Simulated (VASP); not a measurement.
# Li (I4_1/amd) in VASP: relaxation of cell and atoms with PBE

Aim: the relaxation of cell and atoms of Li with PBE.

Program: VASP 6.6.1. These are calculated values, not measurements. Logs are shortened: lines on timing, memory, paths and dates and some standing lists are left out, and cuts for length are marked.

### Step 1. The cell of the first run

It takes space group I4_1/amd (No. 141, tetragonal). Conventional cell: a = 3.961 Å, b = 3.961 Å, c = 2.179 Å, α = 90.00°, β = 90.00°, γ = 90.00°. Within 2.7 Å of Li (site symmetry -4m2) lie 10 Li at 2.05 to 2.57 Å.

### Step 2. Relaxation of cell and atoms, PBE, target pressure 51 GPa, at which the enthalpy is minimised

INCAR reads:

```
SYSTEM = Li
PREC = Accurate
ENCUT = 600
EDIFF = 1E-6
ISMEAR = -1
SIGMA = 0.08
LREAL = .False.
LASPH = .True.
NELM = 80
ALGO = Normal
ISIF = 3
LWAVE = .False.
LCHARG = .False.
GGA = PE
IBRION = 2
NSW = 60
EDIFFG = -0.005
PSTRESS = 510.0
```

KPOINTS reads:

```
regular mesh
0
Gamma
  20 20 20
  0 0 0
```

POSCAR reads:

```
Li
1.0
   -1.9804791178      1.9804791178      1.0892635148
    1.9804791178     -1.9804791178      1.0892635148
    1.9804791178      1.9804791178     -1.0892635148
Li
2
Direct
   -0.3750000000     -0.1250000000     -0.2500000000
    0.3750000000      0.1250000000      0.2500000000
```

Potentials or basis: VASP PAW PBE potentials, release 64 (Li_sv).

Launch:

```bash
cat potpaw_PBE.64/Li_sv/POTCAR > POTCAR
mpirun -np 1 vasp_std > vasp.out
```

OUTCAR:

```text
SYSTEM = Li
   PREC = Accurate
   ENCUT = 600
   EDIFF = 1E-6
   ISMEAR = -1
   LREAL = .False.
   LASPH = .True.
   NELM = 80
   ISIF = 3
   GGA = PE
   IBRION = 2
   NSW = 60
   EDIFFG = -0.005
   PSTRESS = 510.0

 ion  position               nearest neighbor table
   1  0.625  0.875  0.750-   2 2.05   2 2.05   2 2.05   2 2.05   2 2.57   2 2.57   2 2.57   2 2.57

   2  0.375  0.125  0.250-   1 2.05   1 2.05   1 2.05   1 2.05   1 2.57   1 2.57   1 2.57   1 2.57

  LATTYP: Found a body centered tetragonal cell.
 ALAT       =     3.9609582356
 C/A-ratio  =     0.5500000000

  Lattice vectors:

 A1 = (  -1.9804791178,   1.9804791178,   1.0892635148)
 A2 = (   1.9804791178,  -1.9804791178,   1.0892635148)
 A3 = (   1.9804791178,   1.9804791178,  -1.0892635148)

Analysis of symmetry for initial positions (statically):
=====================================================================
 Subroutine PRICEL returns:
 Original cell was already a primitive cell.

 Routine SETGRP: Setting up the symmetry group for a
 body centered tetragonal supercell.

 Subroutine GETGRP returns: Found 16 space group operations
 (whereof  4 operations were pure point group operations)
 out of a pool of 16 trial point group operations.

The static configuration has the point symmetry C_2h.
 The point group associated with its full space group is D_4h.

Analysis of symmetry for dynamics (positions and initial velocities):
=====================================================================
 Subroutine PRICEL returns:
 Original cell was already a primitive cell.

 Routine SETGRP: Setting up the symmetry group for a
 body centered tetragonal supercell.

 Subroutine GETGRP returns: Found 16 space group operations
 (whereof  4 operations were pure point group operations)
 out of a pool of 16 trial point group operations.

The dynamic configuration has the point symmetry C_2h.
 The point group associated with its full space group is D_4h.

 Subroutine INISYM returns: Found 16 space group operations
 (whereof  4 operations are pure point group operations),
 and found     1 'primitive' translations

----------------------------------------------------------------------------------------

                                     Primitive cell

  volume of cell :      17.0897

  direct lattice vectors                    reciprocal lattice vectors
    -1.980479118  1.980479118  1.089263515     0.000000000  0.252464162  0.459025748
     1.980479118 -1.980479118  1.089263515     0.252464162  0.000000000  0.459025748
     1.980479118  1.980479118 -1.089263515     0.252464162  0.252464162  0.000000000

  length of vectors
     3.005177212  3.005177212  3.005177212     0.523872876  0.523872876  0.357038241

  position of ions in fractional coordinates (direct lattice)
     0.625000000  0.875000000  0.750000000
     0.375000000  0.125000000  0.250000000

  ion indices of the primitive-cell ions
   primitive index   ion index
                 1           1
                 2           2

----------------------------------------------------------------------------------------

 KPOINTS: regular mesh

Automatic generation of k-mesh.
 Grid dimensions read from file:
 generate k-points for:   20   20   20

 Generating k-lattice:

  Cartesian coordinates                     Fractional coordinates (reciprocal lattice)
     0.000000000  0.012623208  0.022951287     0.050000000  0.000000000  0.000000000
     0.012623208  0.000000000  0.022951287     0.000000000  0.050000000  0.000000000
     0.012623208  0.012623208  0.000000000     0.000000000  0.000000000  0.050000000

  Length of vectors
     0.026193644  0.026193644  0.017851912

  Shift w.r.t. Gamma in fractional coordinates (k-lattice)
     0.000000000  0.000000000  0.000000000

 Subroutine IBZKPT returns following result:
 ===========================================

 Found    641 irreducible k-points:

 Following reciprocal coordinates:
            Coordinates               Weight
  0.000000  0.000000  0.000000      1.000000
  0.050000  0.000000 -0.000000      8.000000
  0.100000  0.000000 -0.000000      8.000000
  0.150000 -0.000000  0.000000      8.000000
  0.200000  0.000000 -0.000000      8.000000
  0.250000  0.000000  0.000000      8.000000
[... 16 lines left out ...]
 -0.400000  0.050000  0.000000     16.000000
 -0.350000  0.050000 -0.000000     16.000000
 [... further k-points ...]
   k-points           NKPTS =    641   k-points in BZ     NKDIM =    641   number of bands    NBANDS=      7
   number of dos      NEDOS =    301   number of ions     NIONS =      2
   total plane-waves  NPLWV =  13824
   dimension x,y,z NGX =    24 NGY =   24 NGZ =   24
   dimension x,y,z NGXF=    48 NGYF=   48 NGZF=   48
   ions per type =               2
   NGX,Y,Z   is equivalent  to a cutoff of  13.28, 13.28, 13.28 a.u.
   NGXF,Y,Z  is equivalent  to a cutoff of  26.55, 26.55, 26.55 a.u.
 SYSTEM =  Li
   PREC   = accura    normal or accurate (medium, high low for compatibility)
   ISTART =      0    job   : 0-new  1-cont  2-samecut
   ICHARG =      2    charge: 1-file 2-atom 10-const
   ISPIN  =      1    spin polarized calculation?
   LNONCOLLINEAR =      F non collinear calculations
   LSORBIT =      F    spin-orbit coupling
   LASPH  =      T    aspherical Exc in radial PAW
   ENCUT  =  600.0 eV  44.10 Ry    6.64 a.u.   6.00  6.00  6.00*2*pi/ulx,y,z
   NELM   =     80;   NELMIN=  2; NELMDL= -5     # of ELM steps
   EDIFF  = 0.1E-05   stopping-criterion for ELM
   LREAL  =      F    real-space projection
   EDIFFG = -.5E-02   stopping-criterion for IOM
   NSW    =     60    number of steps for IOM
   IBRION =      2    ionic relax: 0-MD 1-quasi-New 2-CG
   NFREE  =      1    steps in history (QN), initial steepest desc. (CG)
   ISIF   =      3    stress and relaxation
   ISYM   =      2    0-nonsym 1-usesym 2-fastsym
   POTIM  = 0.5000    time-step for ionic-motion
   TEBEG  =    0.0;   TEEND  =   0.0 temperature during run
   PSTRESS=  510.0 pullay stress
   NELECT =       6.0000    total number of electrons
   NUPDOWN=      -1.0000    fix difference up-down
   EMIN   =  10.00;   EMAX   =-10.00  energy-range for DOS
   EFERMI =   0.00;   METHOD = LEGACY
   ISMEAR =    -1;   SIGMA  =   0.08  broadening in eV -4-tet -1-fermi 0-gaus
   EFERMI_NEDOS =   21; number of points for ismear=-14 and -15
   IALGO  =     38    algorithm
   IMIX   =      4    mixing-type and parameters
     AMIX     =   0.40;   BMIX     =  1.00
     AMIX_MAG =   1.60;   BMIX_MAG =  1.00
  volume/ion in A,a.u.               =       8.54        57.66
  Fermi-wavevector in a.u.,A,eV,Ry     =   1.154908  2.182460 18.147623  1.333813
  Thomas-Fermi vector in A             =   2.291541
   LORBIT       =      0    0 simple, 1 ext, 2 COOP (PROOUT), +10 PAW based schemes
   GGA     = PE    functional components
   LHFCALC =     F    Hartree Fock is set to
   AEXX    =    0.0000 exact exchange contribution
   IVDW    =     0    specifies the selected vdW correction
   LEPSILON=     F    determine dielectric tensor
   LRPA    =     F    only Hartree local field effects (RPA)
 conjugate gradient relaxation of ions
 non-spin polarized calculation
  energy-cutoff  :      600.00
  volume of cell :       17.09
 maximum number of plane-waves:       592
   NGX = 11   NGY = 11   NGZ = 11

--------------------------------------- Ionic step        1  -------------------------------------------

 number of electron       6.0000005 magnetization

 Free energy of the ion-electron system (eV)
  ---------------------------------------------------
  ext. energy  EPLUGINS =         0.00000000
  ---------------------------------------------------
  free energy    TOTEN  =        -1.85385479 eV

  energy without entropy =       -1.83776237  energy(sigma->0) =       -1.84580858

------------------------ aborting loop because EDIFF is reached ----------------------------------------

  FORCE on cell =-STRESS in cart. coord.  units (eV):
  Direction    XX          YY          ZZ          XY          YZ          ZX
  --------------------------------------------------------------------------------------
  -------------------------------------------------------------------------------------
  Total        4.9146903      4.9146903      5.1475369      0.0000000      0.0000000      0.0000000
  in kB      460.7583901    460.7583901    482.5880511      0.0000000      0.0000000      0.0000000
  external PRESSURE =     -41.9650562 kB  Pullay stress =     510.0000000 kB

 VOLUME and BASIS-vectors are now :
 -----------------------------------------------------------------------------
  energy-cutoff  :      600.00
  volume of cell :       17.09
      direct lattice vectors                 reciprocal lattice vectors
    -1.980479118  1.980479118  1.089263515     0.000000000  0.252464162  0.459025748
     1.980479118 -1.980479118  1.089263515     0.252464162  0.000000000  0.459025748
     1.980479118  1.980479118 -1.089263515     0.252464162  0.252464162  0.000000000
[... 274 lines left out ...]
  FREE ENERGIE OF THE ION-ELECTRON SYSTEM (eV)
  ---------------------------------------------------
  free  energy   TOTEN  =        -1.6566791618 eV

  energy  without entropy=       -1.6416981703  energy(sigma->0) =       -1.64918867

  enthalpy is  TOTEN    =         3.5729244820 eV   P V=        5.2296036439

--------------------------------------- Ionic step        9  -------------------------------------------

 number of electron       5.9999995 magnetization

 Free energy of the ion-electron system (eV)
  ---------------------------------------------------
  ext. energy  EPLUGINS =         0.00000000
  ---------------------------------------------------
  free energy    TOTEN  =        -1.66837920 eV

  energy without entropy =       -1.65332245  energy(sigma->0) =       -1.66085083

 E-fermi :   4.1844     XC(G=0):  -9.6487

 val. band max:        4.1800625846   @ k =  -0.2500  -0.3000   0.2000
 cond. band min:       4.1894312025   @ k =  -0.2500  -0.4500   0.2000
 fundamental gap:      0.0093686180
 Fermi energy:         4.1844202189

 k-point     1 :       0.0000    0.0000    0.0000
  band No.  band energies     occupation
      1     -41.8328      2.00000
      2     -41.0379      2.00000
      3       0.4324      2.00000
      4      11.7289      0.00000
      5      11.7290      0.00000
      6      15.2813      0.00000
      7      23.1113      0.00000

 k-point     2 :       0.0500    0.0000   -0.0000
  band No.  band energies     occupation
      1     -41.8243      2.00000
      2     -41.0393      2.00000
      3       0.4670      2.00000
      4      11.5498      0.00000
      5      11.7976      0.00000
      6      15.6517      0.00000
      7      22.3875      0.00000
[... 201 lines left out ...]
 k-point    23 :      -0.4000    0.0500    0.0000
  band No.  band energies     occupation
      1     -41.5085      2.00000
      2     -41.1154      2.00000
      3       2.5734      2.00000
      4       9.8303      0.00000
      5      10.9361      0.00000
      6      14.3088      0.00000
      7      17.3806      0.00000

 k-point    24 :      -0.3500    0.0500   -0.0000
  band No.  band energies     occupation
      1     -41.5653      2.00000
      2     -41.1014      2.00000
      3       2.0193      2.00000
      4       9.7218      0.00000
      5      11.9214      0.00000
      6      14.7513      0.00000
      7      18.6349      0.00000

 [... further k-points ...]

------------------------ aborting loop because EDIFF is reached ----------------------------------------

  FORCE on cell =-STRESS in cart. coord.  units (eV):
  Direction    XX          YY          ZZ          XY          YZ          ZX
  --------------------------------------------------------------------------------------
  -------------------------------------------------------------------------------------
  Total        5.2390270      5.2390270      5.2359475     -0.0000000      0.0000000      0.0000000
  in kB      509.7816450    509.7816450    509.4819941     -0.0000000      0.0000000      0.0000000
  external PRESSURE =      -0.3182386 kB  Pullay stress =     510.0000000 kB

 VOLUME and BASIS-vectors are now :
 -----------------------------------------------------------------------------
  energy-cutoff  :      600.00
  volume of cell :       16.47
      direct lattice vectors                 reciprocal lattice vectors
    -1.910661446  1.910661446  1.127585687     0.000000000  0.261689480  0.443425281
     1.910661446 -1.910661446  1.127585687     0.261689480  0.000000000  0.443425281
     1.910661446  1.910661446 -1.127585687     0.261689480  0.261689480  0.000000000

 POSITION                                       TOTAL-FORCE (eV/Angst)
 -----------------------------------------------------------------------------------
      1.91066      0.95533      0.84569        -0.000000     -0.000000     -0.000000
      0.00000      0.95533      0.28190         0.000000      0.000000      0.000000
 -----------------------------------------------------------------------------------
    total drift:                               -0.000000      0.000000      0.000000

  FREE ENERGIE OF THE ION-ELECTRON SYSTEM (eV)
  ---------------------------------------------------
  free  energy   TOTEN  =        -1.6683791997 eV

  energy  without entropy=       -1.6533224521  energy(sigma->0) =       -1.66085083

  enthalpy is  TOTEN    =         3.5728918604 eV   P V=        5.2412710601

 reached required accuracy - stopping structural energy minimisation
```

It took 2.3 min on 1 thread of Intel Xeon Platinum 8488C (Sapphire Rapids), shared host; peak memory 0.19 GiB.

What came out:

- Free energy: -1.6684 eV
- Relaxed volume: 8.23 Å³/atom
- Relaxed cell: a = 2.928 Å, b = 2.928 Å, c = 2.928 Å, α = 98.53°, β = 98.53°, γ = 134.70°
- Space group after relaxing (to 0.1 Å): I4_1/amd (No. 141)
- Energy change on relaxing (the run minimises the enthalpy): +92.7 meV/atom
- Ionic steps: 9
- Pressure after relaxing: 51.0 GPa
- Band gap on the k mesh: zero (bands 3 and 4 overlap by 2.86 eV)

Step by step:
| step | energy change (eV) | largest force (eV/Å) | pressure (GPa) | volume (Å³) |
| --- | --- | --- | --- | --- |
| 1 | 0.0000 | 0.0000 | 46.80 | 17.09 |
| 2 | 0.1663 | 0.0000 | 51.08 | 16.54 |
| 3 | 0.1734 | 0.0000 | 51.26 | 16.52 |
| 4 | 0.1730 | 0.0000 | 51.21 | 16.52 |
| 5 | 0.1731 | 0.0000 | 51.08 | 16.51 |
| 6 | 0.1796 | 0.0000 | 50.86 | 16.48 |
| 7 | 0.1802 | 0.0000 | 50.85 | 16.48 |
| 8 | 0.1972 | 0.0000 | 51.32 | 16.43 |
| 9 | 0.1855 | 0.0000 | 50.97 | 16.47 |

Final structure:
```
Li
1.0
    -1.91066    1.91066    1.12759
     1.91066   -1.91066    1.12759
     1.91066    1.91066   -1.12759
Li
2
Cartesian
  1.9107 0.9553 0.8457
  0.0000 0.9553 0.2819
```

Levels at points of the mesh, in eV from the Fermi level:
```csv
k point,band 1,band 2,band 3,band 4,band 5,band 6
"(0.00, 0.00, 0.00)",-46.02,-45.22,-3.75,7.54,7.54,11.10
"(0.50, 0.00, 0.00)",-45.62,-45.31,-0.51,4.30,7.56,9.75
"(0.50, 0.50, 0.00)",-45.60,-45.60,-1.23,-1.23,12.49,12.49
"(0.50, 0.50, 0.50)",-45.58,-45.58,-1.02,-1.02,7.50,7.50
```

Caveat: the cutoff is under 1.25 times the usual one of these potentials, so pressure, stress and relaxed cells hold a basis-set (Pulay) error; the cell is relaxed towards a set pressure, so the run minimises the enthalpy, not the energy.
